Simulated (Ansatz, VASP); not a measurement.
# Two plane-wave programs on Be

The input INCAR:

```
ALGO = Normal ; EDIFF = 1E-8
ENCUT = 520 ; GGA = PS
ISIF = 2 ; ISMEAR = -1
LASPH = True ; LCHARG = False
LEFG = True ; LREAL = False
LWAVE = False ; NBANDS = 7
NELM = 100 ; PREC = Accurate
SIGMA = 0.03
```

Contents of KPOINTS:

```
k-points
0
Gamma
  23 23 23
```

POSCAR

```
Be
1.0
   -1.2404622984      1.2404622984      1.2404622984
    1.2404622984     -1.2404622984      1.2404622984
    1.2404622984      1.2404622984     -1.2404622984
Be
1
Direct
    0.0000000000      0.0000000000      0.0000000000
```

Input for Ansatz:

```yaml
crystal:
  lattice:
    - [-1.2404622984, 1.2404622984, 1.2404622984]
    - [1.2404622984, -1.2404622984, 1.2404622984]
    - [1.2404622984, 1.2404622984, -1.2404622984]
  atoms:
    - { symbol: Be, position: [0.0, 0.0, 0.0] }
kpoints:
  mp_grid: { grid: [23, 23, 23] }
scf:
  occupations: { method: fermi_dirac, width: 0.03 }
hamiltonian:
  xc: pbesol
  pseudopotentials: { kind: paw }
output:
  forces: true
  stress: true
  eigenvalues: true
  efg: { contact_densities: true }
  write_density: true
  write_potential: true
  elf: true
  volumetric_format: npy
```

Change from the starting cell: volume scaled by 0.97, PAW files.

Alike in both runs: task electric field gradients; functional PBEsol; k mesh 23 × 23 × 23; occupations fermi-dirac, width 0.03 eV; no spin polarisation.

```csv
,VASP,Ansatz
version,VASP 6.6.1,Ansatz 0.2.0
potentials or method,"VASP PAW PBE potentials, release 64 (Be)","PAW with Ansatz's default frozen-core files, scalar-relativistic"
plane-wave cutoff (eV),520,420
valence electrons in the cell,2,2
```

```tsv
	VASP	Ansatz	Ansatz less VASP
pressure (GPa)	2.2	1.8	-0.39
```

VASP's potentials were made for PBE, not for PBEsol.
